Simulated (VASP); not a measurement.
# N (P6_3/mmc) in VASP: notebook

N is run at these levels: r2SCAN; tasks: relaxation of cell and atoms, single point.

Program: VASP 6.6.1. These are calculated values, not measurements. Logs are shortened: lines on timing, memory, paths and dates and some standing lists are left out, and cuts for length are marked.

## Step 1: The cell of the first run

The structure is hexagonal, space group P6_3/mmc (No. 194). Conventional cell: a = 2.519 Å, b = 2.519 Å, c = 2.446 Å, α = 90.00°, β = 90.00°, γ = 120.00°. Within 2.6 Å of N (site symmetry -6m2) lie 14 N at 1.90 to 2.52 Å.

## Step 2: Relaxation of cell and atoms, r2SCAN

POSCAR reads:

```
N
1.0
    2.5194737886      0.0000000000      0.0000000000
   -1.2597368943      2.1819283051      0.0000000000
    0.0000000000      0.0000000000      2.4460020000
N
2
Direct
    0.6666666700      0.3333333300      0.2500000000
    0.3333333300      0.6666666700      0.7500000000
```

INCAR.step1 reads:

```
ALGO = Normal
EDIFF = 1E-4
ENCUT = 600
GGA = PE
ISMEAR = 0
LASPH = T
LCHARG = F
LREAL = F
LWAVE = T
NELM = 100
PREC = Accurate
SIGMA = 0.1
```

INCAR.step2 reads:

```
ALGO = Normal
EDIFF = 1E-6
EDIFFG = -0.005
ENCUT = 600
IBRION = 2
ISIF = 3
ISMEAR = 0
ISTART = 1
LASPH = T
LCHARG = F
LMIXTAU = T
LREAL = F
LWAVE = F
METAGGA = R2SCAN
NELM = 100
NSW = 100
PREC = Accurate
SIGMA = 0.1
```

KPOINTS reads:

```
k-points
0
Gamma
  18 18 18
```

Potentials or basis: VASP PAW PBE potentials, release 64 (N).

On the command line:

```
$ cat potpaw_PBE.64/N/POTCAR > POTCAR
$ cp INCAR.step1 INCAR
$ mpirun -np 1 vasp_std > vasp.out
$ cp INCAR.step2 INCAR
$ mpirun -np 1 vasp_std > vasp.out
```

OUTCAR:

```text
EDIFF = 1E-6
   EDIFFG = -0.005
   ENCUT = 600
   IBRION = 2
   ISIF = 3
   ISMEAR = 0
   ISTART = 1
   LASPH = T
   LREAL = F
   METAGGA = R2SCAN
   NELM = 100
   NSW = 100
   PREC = Accurate

 ion  position               nearest neighbor table
   1  0.667  0.333  0.250-
   2  0.333  0.667  0.750-

  LATTYP: Found a hexagonal cell.
 ALAT       =     2.5194737886
 C/A-ratio  =     0.9708384390

  Lattice vectors:

 A1 = (   2.5194737886,   0.0000000000,   0.0000000000)
 A2 = (  -1.2597368943,   2.1819283051,   0.0000000000)
 A3 = (   0.0000000000,   0.0000000000,   2.4460020000)

Analysis of symmetry for initial positions (statically):
=====================================================================
 Subroutine PRICEL returns:
 Original cell was already a primitive cell.

 Routine SETGRP: Setting up the symmetry group for a
 hexagonal supercell.

 Subroutine GETGRP returns: Found 24 space group operations
 (whereof 12 operations were pure point group operations)
 out of a pool of 24 trial point group operations.

The static configuration has the point symmetry D_3d.
 The point group associated with its full space group is D_6h.

Analysis of symmetry for dynamics (positions and initial velocities):
=====================================================================
 Subroutine PRICEL returns:
 Original cell was already a primitive cell.

 Routine SETGRP: Setting up the symmetry group for a
 hexagonal supercell.

 Subroutine GETGRP returns: Found 24 space group operations
 (whereof 12 operations were pure point group operations)
 out of a pool of 24 trial point group operations.

The dynamic configuration has the point symmetry D_3d.
 The point group associated with its full space group is D_6h.

 Subroutine INISYM returns: Found 24 space group operations
 (whereof 12 operations are pure point group operations),
 and found     1 'primitive' translations

----------------------------------------------------------------------------------------

                                     Primitive cell

  volume of cell :      13.4464

  direct lattice vectors                    reciprocal lattice vectors
     2.519473789  0.000000000  0.000000000     0.396908277  0.229155100  0.000000000
    -1.259736894  2.181928305  0.000000000     0.000000000  0.458310201  0.000000000
     0.000000000  0.000000000  2.446002000     0.000000000  0.000000000  0.408830410

  length of vectors
     2.519473789  2.519473789  2.446002000     0.458310201  0.458310201  0.408830410

  position of ions in fractional coordinates (direct lattice)
     0.666666670  0.333333330  0.250000000
     0.333333330  0.666666670  0.750000000

  ion indices of the primitive-cell ions
   primitive index   ion index
                 1           1
                 2           2

----------------------------------------------------------------------------------------

 KPOINTS: k-points

Automatic generation of k-mesh.
 Grid dimensions read from file:
 generate k-points for:   18   18   18

 Generating k-lattice:

  Cartesian coordinates                     Fractional coordinates (reciprocal lattice)
     0.022050460  0.012730839  0.000000000     0.055555556  0.000000000  0.000000000
     0.000000000  0.025461678  0.000000000     0.000000000  0.055555556  0.000000000
     0.000000000  0.000000000  0.022712801     0.000000000  0.000000000  0.055555556

  Length of vectors
     0.025461678  0.025461678  0.022712801

  Shift w.r.t. Gamma in fractional coordinates (k-lattice)
     0.000000000  0.000000000  0.000000000

 Subroutine IBZKPT returns following result:
 ===========================================

 Found    370 irreducible k-points:

 Following reciprocal coordinates:
            Coordinates               Weight
  0.000000  0.000000  0.000000      1.000000
  0.055556 -0.000000  0.000000      6.000000
  0.111111 -0.000000  0.000000      6.000000
  0.166667  0.000000  0.000000      6.000000
  0.222222 -0.000000  0.000000      6.000000
  0.277778 -0.000000  0.000000      6.000000
[... 16 lines left out ...]
  0.333333  0.111111  0.000000     12.000000
  0.388889  0.111111  0.000000     12.000000
 [... further k-points ...]
   k-points           NKPTS =    370   k-points in BZ     NKDIM =    370   number of bands    NBANDS=      9
   number of dos      NEDOS =    301   number of ions     NIONS =      2
   total plane-waves  NPLWV =   8000
   dimension x,y,z NGX =    20 NGY =   20 NGZ =   20
   dimension x,y,z NGXF=    40 NGYF=   40 NGZF=   40
   ions per type =               2
   NGX,Y,Z   is equivalent  to a cutoff of  13.20, 13.20, 13.59 a.u.
   NGXF,Y,Z  is equivalent  to a cutoff of  26.39, 26.39, 27.19 a.u.
 SYSTEM =  unknown system
   PREC   = accura    normal or accurate (medium, high low for compatibility)
   ISTART =      1    job   : 0-new  1-cont  2-samecut
   ICHARG =      0    charge: 1-file 2-atom 10-const
   ISPIN  =      1    spin polarized calculation?
   LNONCOLLINEAR =      F non collinear calculations
   LSORBIT =      F    spin-orbit coupling
   LASPH  =      T    aspherical Exc in radial PAW
   ENCUT  =  600.0 eV  44.10 Ry    6.64 a.u.   5.03  5.03  4.89*2*pi/ulx,y,z
   NELM   =    100;   NELMIN=  2; NELMDL=  0     # of ELM steps
   EDIFF  = 0.1E-05   stopping-criterion for ELM
   LREAL  =      F    real-space projection
   EDIFFG = -.5E-02   stopping-criterion for IOM
   NSW    =    100    number of steps for IOM
   IBRION =      2    ionic relax: 0-MD 1-quasi-New 2-CG
   NFREE  =      1    steps in history (QN), initial steepest desc. (CG)
   ISIF   =      3    stress and relaxation
   ISYM   =      2    0-nonsym 1-usesym 2-fastsym
   POTIM  = 0.5000    time-step for ionic-motion
   TEBEG  =    0.0;   TEEND  =   0.0 temperature during run
   PSTRESS=    0.0 pullay stress
   NELECT =      10.0000    total number of electrons
   NUPDOWN=      -1.0000    fix difference up-down
   EMIN   =  10.00;   EMAX   =-10.00  energy-range for DOS
   EFERMI =   0.00;   METHOD = LEGACY
   ISMEAR =     0;   SIGMA  =   0.10  broadening in eV -4-tet -1-fermi 0-gaus
   EFERMI_NEDOS =   21; number of points for ismear=-14 and -15
   IALGO  =     38    algorithm
   IMIX   =      4    mixing-type and parameters
     AMIX     =   0.40;   BMIX     =  1.00
     AMIX_MAG =   1.60;   BMIX_MAG =  1.00
  volume/ion in A,a.u.               =       6.72        45.37
  Fermi-wavevector in a.u.,A,eV,Ry     =   1.483221  2.802881 29.932052  2.199944
  Thomas-Fermi vector in A             =   2.596909
   LORBIT       =      0    0 simple, 1 ext, 2 COOP (PROOUT), +10 PAW based schemes
   METAGGA = R2SCAN    functional components
   LHFCALC =     F    Hartree Fock is set to
   AEXX    =    0.0000 exact exchange contribution
   IVDW    =     0    specifies the selected vdW correction
   LEPSILON=     F    determine dielectric tensor
   LRPA    =     F    only Hartree local field effects (RPA)
 conjugate gradient relaxation of ions
 non-spin polarized calculation
 Gauss-broadening in eV      SIGMA  =   0.10
  energy-cutoff  :      600.00
  volume of cell :       13.45
 maximum number of plane-waves:       462
 NGX is ok and might be reduce to    20
   NGX =  9   NGY =  9   NGZ =  9

--------------------------------------- Ionic step        1  -------------------------------------------

 number of electron      10.0000000 magnetization

 Free energy of the ion-electron system (eV)
  ---------------------------------------------------
  ext. energy  EPLUGINS =         0.00000000
  ---------------------------------------------------
  free energy    TOTEN  =       -10.68348734 eV

  energy without entropy =      -10.67983030  energy(sigma->0) =      -10.68165882

------------------------ aborting loop because EDIFF is reached ----------------------------------------

  FORCE on cell =-STRESS in cart. coord.  units (eV):
  Direction    XX          YY          ZZ          XY          YZ          ZX
  --------------------------------------------------------------------------------------
  -------------------------------------------------------------------------------------
  Total        0.9163735      0.9163735     -0.2388353      0.0000000     -0.0000000     -0.0000000
  in kB      109.1882617    109.1882617    -28.4578427      0.0000000     -0.0000000     -0.0000000
  external PRESSURE =      63.3062269 kB  Pullay stress =       0.0000000 kB

 VOLUME and BASIS-vectors are now :
 -----------------------------------------------------------------------------
  energy-cutoff  :      600.00
  volume of cell :       13.45
      direct lattice vectors                 reciprocal lattice vectors
     2.519473789  0.000000000  0.000000000     0.396908277  0.229155100  0.000000000
    -1.259736894  2.181928305  0.000000000     0.000000000  0.458310201  0.000000000
     0.000000000  0.000000000  2.446002000     0.000000000  0.000000000  0.408830410
[... 109 lines left out ...]
 POSITION                                       TOTAL-FORCE (eV/Angst)
 -----------------------------------------------------------------------------------
      1.28253      0.74047      0.61121        -0.000000     -0.000000      0.000000
     -0.00000      1.48094      1.83362         0.000000      0.000000     -0.000000
 -----------------------------------------------------------------------------------
    total drift:                               -0.000002      0.000001      0.000000

  FREE ENERGIE OF THE ION-ELECTRON SYSTEM (eV)
  ---------------------------------------------------
  free  energy   TOTEN  =       -10.6996582040 eV

  energy  without entropy=      -10.6960762032  energy(sigma->0) =      -10.69786720

--------------------------------------- Ionic step        5  -------------------------------------------

 number of electron      10.0000000 magnetization

 Free energy of the ion-electron system (eV)
  ---------------------------------------------------
  ext. energy  EPLUGINS =         0.00000000
  ---------------------------------------------------
  free energy    TOTEN  =       -10.69975599 eV

  energy without entropy =      -10.69625534  energy(sigma->0) =      -10.69800567

 E-fermi :   6.4319     XC(G=0): -13.7910

 val. band max:        6.4247872633   @ k =   0.2778   0.1667   0.3889
 cond. band min:       6.4367009178   @ k =   0.2778   0.1667   0.0556
 fundamental gap:      0.0119136544
 Fermi energy:         6.4318888346

 k-point     1 :       0.0000    0.0000    0.0000
  band No.  band energies     occupation
      1     -16.3939      2.00000
      2      -0.1070      2.00000
      3       1.8498      2.00000
      4       3.7864      2.00000
      5       3.7864      2.00000
      6       9.2986      0.00000
      7       9.2986      0.00000
      8      12.8115      0.00000
      9      22.0947      0.00000

 k-point     2 :       0.0556   -0.0000    0.0000
  band No.  band energies     occupation
      1     -16.3202      2.00000
      2      -0.3606      2.00000
      3       1.9104      2.00000
      4       3.6652      2.00000
      5       3.8331      2.00000
      6       9.2684      0.00000
      7       9.4216      0.00000
      8      12.7126      0.00000
      9      22.2727      0.00000
[... 253 lines left out ...]
 k-point    24 :       0.3889    0.1111    0.0000
  band No.  band energies     occupation
      1     -12.0673      2.00000
      2      -8.2917      2.00000
      3      -0.1013      2.00000
      4       5.0811      2.00000
      5       5.2196      2.00000
      6       8.4325      0.00000
      7       9.3018      0.00000
      8      11.5646      0.00000
      9      21.7245      0.00000

 [... further k-points ...]

------------------------ aborting loop because EDIFF is reached ----------------------------------------

  FORCE on cell =-STRESS in cart. coord.  units (eV):
  Direction    XX          YY          ZZ          XY          YZ          ZX
  --------------------------------------------------------------------------------------
  -------------------------------------------------------------------------------------
  Total        0.0014021      0.0014021     -0.0019624      0.0000000      0.0000000      0.0000000
  in kB        0.1616270      0.1616270     -0.2262145      0.0000000      0.0000000      0.0000000
  external PRESSURE =       0.0323465 kB  Pullay stress =       0.0000000 kB

 VOLUME and BASIS-vectors are now :
 -----------------------------------------------------------------------------
  energy-cutoff  :      600.00
  volume of cell :       13.90
      direct lattice vectors                 reciprocal lattice vectors
     2.564109968 -0.000000000 -0.000000000     0.389998874  0.225165955  0.000000000
    -1.282054984  2.220584371  0.000000000     0.000000000  0.450331910  0.000000000
     0.000000000 -0.000000000  2.440984476     0.000000000 -0.000000000  0.409670774

 POSITION                                       TOTAL-FORCE (eV/Angst)
 -----------------------------------------------------------------------------------
      1.28205      0.74019      0.61025        -0.000000     -0.000000      0.000000
     -0.00000      1.48039      1.83074         0.000000      0.000000      0.000000
 -----------------------------------------------------------------------------------
    total drift:                               -0.000002      0.000001      0.000000

  FREE ENERGIE OF THE ION-ELECTRON SYSTEM (eV)
  ---------------------------------------------------
  free  energy   TOTEN  =       -10.6997559914 eV

  energy  without entropy=      -10.6962553390  energy(sigma->0) =      -10.69800567

 reached required accuracy - stopping structural energy minimisation
```

Wall time 8.4 min (1 thread of Intel Xeon Platinum 8559C (Emerald Rapids), shared host); peak memory 0.16 GiB.

What came out:

```yaml
Free_energy: -10.6998 eV
Relaxed_volume: 6.95 Å³/atom
Relaxed_cell: a = 2.564 Å, b = 2.564 Å, c = 2.441 Å, α = 90.00°, β = 90.00°, γ = 120.00°
Space_group_after_relaxing_to_0.1_Å: P6_3/mmc (No. 194)
Energy_gained_by_relaxing: 8.1 meV/atom
Ionic_steps: 5
Pressure_after_relaxing: 0.0 GPa
Band_gap_on_the_k_mesh: zero (bands 5 and 6 overlap by 4.81 eV)
```

The path:
| step | energy change (eV) | largest force (eV/Å) | pressure (GPa) | volume (Å³) |
| --- | --- | --- | --- | --- |
| 1 | 0.0000 | 0.0000 | 6.33 | 13.45 |
| 2 | -0.0147 | 0.0000 | -0.52 | 13.97 |
| 3 | -0.0160 | 0.0000 | 0.86 | 13.85 |
| 4 | -0.0162 | 0.0000 | -0.55 | 13.93 |
| 5 | -0.0163 | 0.0000 | 0.00 | 13.90 |

Final structure:
```yaml
crystal:
  lattice:
    - [2.56411, 0.00000, 0.00000]
    - [-1.28205, 2.22058, 0.00000]
    - [0.00000, 0.00000, 2.44098]
  atoms:
    - { symbol: N, position: [0.66667, 0.33333, 0.25000] }
    - { symbol: N, position: [0.33333, 0.66667, 0.75000] }
```

Caveat: the PAW data sets were made with another functional, which shifts forces and pressure a little.

## Step 3: Single point, r2SCAN (7.37 Å³/atom)

This run uses another cell than the first one, of 7.37 Å³/atom.

POSCAR reads:

```
N
1.0
    2.6197106016      0.0000000000      0.0000000000
   -1.3098553008      2.2687359316      0.0000000000
    0.0000000000      0.0000000000      2.4785878741
N
2
Direct
    0.6666666667      0.3333333333      0.2500000000
    0.3333333333      0.6666666667      0.7500000000
```

INCAR.step1 reads:

```
SYSTEM = N
PREC = Accurate
ENCUT = 520
ISMEAR = 0
SIGMA = 0.1
LREAL = .False.
LASPH = .True.
NELM = 100
NBANDS = 12
GGA = PE
ALGO = Normal
EDIFF = 1E-4
LWAVE = .True.
LCHARG = .False.
```

INCAR.step2 reads:

```
SYSTEM = N
PREC = Accurate
ENCUT = 520
EDIFF = 1E-6
ISMEAR = 0
SIGMA = 0.1
LREAL = .False.
LASPH = .True.
NELM = 100
ALGO = Normal
ISIF = 2
LWAVE = .False.
LCHARG = .False.
METAGGA = R2SCAN
LMIXTAU = .True.
NBANDS = 12
ISTART = 1
```

KPOINTS reads:

```
regular mesh
0
Gamma
  18 18 18
  0 0 0
```

Potentials or basis: VASP PAW PBE potentials, release 64 (N).

On the command line:

```
$ cat potpaw_PBE.64/N/POTCAR > POTCAR
$ cp INCAR.step1 INCAR
$ mpirun -np 1 vasp_std > vasp.out
$ cp INCAR.step2 INCAR
$ mpirun -np 1 vasp_std > vasp.out
```

Wall time 2 min (1 thread of Intel Xeon Platinum 8559C (Emerald Rapids), shared host); peak memory 0.15 GiB.

It converged, with:

| Item | Value |
| --- | --- |
| Free energy | -10.6727 eV |
| Pressure | -10.9 GPa |
| Band gap on the k mesh | zero (bands 5 and 6 overlap by 4.25 eV) |

Stress tensor (GPa, compression positive):
```
-10.90   0.00   0.00
  0.00 -10.90   0.00
  0.00   0.00 -10.78
```

Levels at points of the mesh, in eV from the Fermi level:
| k point | band 1 | band 2 | band 3 | band 4 | band 5 | band 6 | band 7 | band 8 | band 9 | band 10 |
| --- | --- | --- | --- | --- | --- | --- | --- | --- | --- | --- |
| (0.00, 0.00, 0.00) | -21.99 | -6.97 | -4.16 | -2.49 | -2.49 | 2.76 | 2.76 | 5.99 | 15.68 | 17.85 |
| (0.50, 0.00, 0.00) | -17.81 | -14.71 | -4.92 | -2.54 | -1.12 | 1.92 | 2.81 | 5.03 | 14.49 | 24.22 |
| (0.00, 0.00, 0.50) | -17.07 | -17.07 | 0.49 | 0.49 | 0.49 | 0.49 | 1.51 | 1.51 | 21.75 | 21.75 |
| (0.50, 0.00, 0.50) | -13.91 | -13.91 | -8.07 | -8.07 | -0.71 | -0.71 | 4.00 | 4.00 | 19.58 | 19.58 |

Caveat: the cell stands under tension; the PAW data sets were made with another functional, which shifts forces and pressure a little.
